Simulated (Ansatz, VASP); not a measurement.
# Two plane-wave programs on Cd3O

```xyz
8
Lattice="3.3556 0.0000 0.0000 -1.6778 2.9061 0.0000 0.0000 0.0000 15.1399" Properties=species:S:1:pos:R:3 pbc="T T T"
Cd    0.0000    0.0000    0.0000
Cd    0.0000    1.9374    2.8044
Cd    1.6778    0.9687   12.3355
Cd    0.0000    0.0000    7.5699
Cd    1.6778    0.9687    5.1867
Cd    0.0000    1.9374    9.9532
O     1.6778    0.9687    1.3922
O     0.0000    1.9374   13.7476
```

Alike in both runs: functional PBE; k mesh 12 × 12 × 2; occupations gaussian, width 0.1 eV; no spin polarisation.

Ansatz relaxed the structure, and its values are those at the end. VASP's run is a single point on that final structure, the one shown.

|  | VASP | Ansatz |
| --- | --- | --- |
| version | VASP 6.6.1 | Ansatz 0.2.0 |
| potentials or method | VASP PAW PBE potentials, release 64 (Cd, O), cutoff 520 eV | scalar-relativistic, plane waves, PAW |
| valence electrons in the cell | 84 | 132 |

```csv
,VASP,Ansatz,Ansatz less VASP
gap on the k mesh at the Fermi level (eV),none,none,-
pressure (GPa),0.6,0.0,-0.58
rms of the force components (eV/Å),0.016,0.000,-0.0159
```

A gap of «none» marks a metal or a gap that the smearing closes. VASP's potentials hold 84 valence electrons a cell and Ansatz's 132, so a difference there can come from the potentials and not from the codes.
